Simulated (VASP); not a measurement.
Input of a VASP 6.6.1 run:

The input INCAR:

```
PREC     = Accurate       # precision mode
ENCUT    = 520            # plane-wave cutoff, eV
EDIFF    = 1E-7           # SCF threshold, eV
ISMEAR   = 0              # smearing method
SIGMA    = 0.15           # smearing width, eV
LREAL    = False          # projectors in reciprocal space
LASPH    = True           # aspherical terms in the spheres
NELM     = 60             # most SCF steps
ALGO     = Normal         # electronic algorithm
ISIF     = 2              # what is computed and relaxed
LWAVE    = False          # write WAVECAR
LCHARG   = False          # write CHGCAR
GGA      = PS             # functional
NBANDS   = 18             # bands
```

File KPOINTS:

```
regular mesh
0
Gamma
  12 12 12
```

File POSCAR:

```
BiTe
1.0
    2.4953890060      1.3567884553      3.3172919545
   -2.4953890060      1.3567884553      3.3172919545
    0.0000000000     -2.7135769105      3.3172919545
Bi Te
1 1
Direct
    0.5000000000      0.5000000000      0.5000000000
    0.0000000000      0.0000000000      0.0000000000
```

Potentials or basis: VASP PAW PBE potentials, release 64 (Bi_d, Te).

Run with:

```bash
$ cat potpaw_PBE.64/Bi_d/POTCAR potpaw_PBE.64/Te/POTCAR > POTCAR
$ mpirun -np 1 vasp_std > vasp.out
```

**Question.** Predict the pressure.

**Answer.** -2.4 GPa.

Stress tensor (GPa, compression positive):
```
-3.67  0.00  0.00
 0.00 -1.39  1.15
 0.00  1.15 -2.16
```

Caveat: the cell differs from its parent crystal (strain +0.0300 x Voigt [1, -1, 0, 0, 0, 0]); the PAW data sets were made with another functional, which shifts forces and pressure a little.
